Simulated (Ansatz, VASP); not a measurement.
**AlN in VASP and in Ansatz**

Contents of INCAR:

```
  PREC = Accurate
  ENCUT = 520
  EDIFF = 1E-6
  ISMEAR = -1
  SIGMA = 0.02
  LREAL = F
  LASPH = T
  NELM = 80
  ALGO = Normal
  ISIF = 2
  LWAVE = F
  LCHARG = F
  GGA = PE
  NBANDS = 16
```

The input KPOINTS:

```
regular mesh
0
Gamma
  11 11 6
```

POSCAR

```
AlN
1.0
    3.1110021516      0.0000000000      0.0000000000
   -1.5555010758      2.6942068945      0.0000000000
    0.0000000000      0.0000000000      5.1273400000
Al N
2 2
Direct
    0.3333333333      0.6666666667      0.0000000000
    0.6666666667      0.3333333333      0.5000000000
    0.3333333333      0.6666666667      0.3850000000
    0.6666666667      0.3333333333      0.8850000000
```

Input for Ansatz:

```yaml
crystal:
  lattice:
    - [3.1110021516, 0.0, 0.0]
    - [-1.5555010758, 2.6942068945, 0.0]
    - [0.0, 0.0, 5.12734]
  atoms:
    - { symbol: Al, position: [0.3333333333, 0.6666666667, 0.0] }
    - { symbol: Al, position: [0.6666666667, 0.3333333333, 0.5] }
    - { symbol: "N", position: [0.3333333333, 0.6666666667, 0.385] }
    - { symbol: "N", position: [0.6666666667, 0.3333333333, 0.885] }
kpoints:
  mp_grid: { grid: [11, 11, 6] }
  band_path:
    path:
      - [0.0, 0.0, 0.0]
      - [0.5, 0.0, 0.0]
      - [0.3333333333, 0.3333333333, 0.0]
      - [0.0, 0.0, 0.0]
      - [0.0, 0.0, 0.5]
      - [0.5, 0.0, 0.5]
      - [0.3333333333, 0.3333333333, 0.5]
      - [0.0, 0.0, 0.5]
      - [0.5, 0.0, 0.5]
    npoints: 5
scf:
  occupations: { method: fermi_dirac, width: 0.02 }
hamiltonian:
  xc: pbe
  pseudopotentials: { kind: all_electron, lapw: { basis_error: 0.001 } }
output:
  forces: true
  stress: true
  eigenvalues: true
```

Change from the starting cell: zz strain of +3 %.

Alike in both runs: task single point; functional PBE; k mesh 11 × 11 × 6; occupations fermi-dirac, width 0.02 eV; no spin polarisation.

|  | VASP | Ansatz |
| --- | --- | --- |
| version | VASP 6.6.1 | Ansatz 0.2.0 |
| potentials or method | VASP PAW PBE potentials, release 64 (Al, N), cutoff 520 eV | all-electron LAPW, scalar-relativistic |

|  | VASP | Ansatz | Ansatz less VASP |
| --- | --- | --- | --- |
| gap on the k mesh at the Fermi level (eV) | 3.96 | 3.96 | -0.003 |
| pressure (GPa) | -1.4 | -1.2 | +0.18 |
| traceless stress, the component that is largest in VASP (GPa) | -7.69 | -7.66 | +0.039 |
| rms of the force components (eV/Å) | 0.245 | 0.244 | -0.0005 |

Atom by atom the forces differ by 0.001 eV/Å (rms over components). Ansatz ran all-electron here, and VASP with PAW potentials.
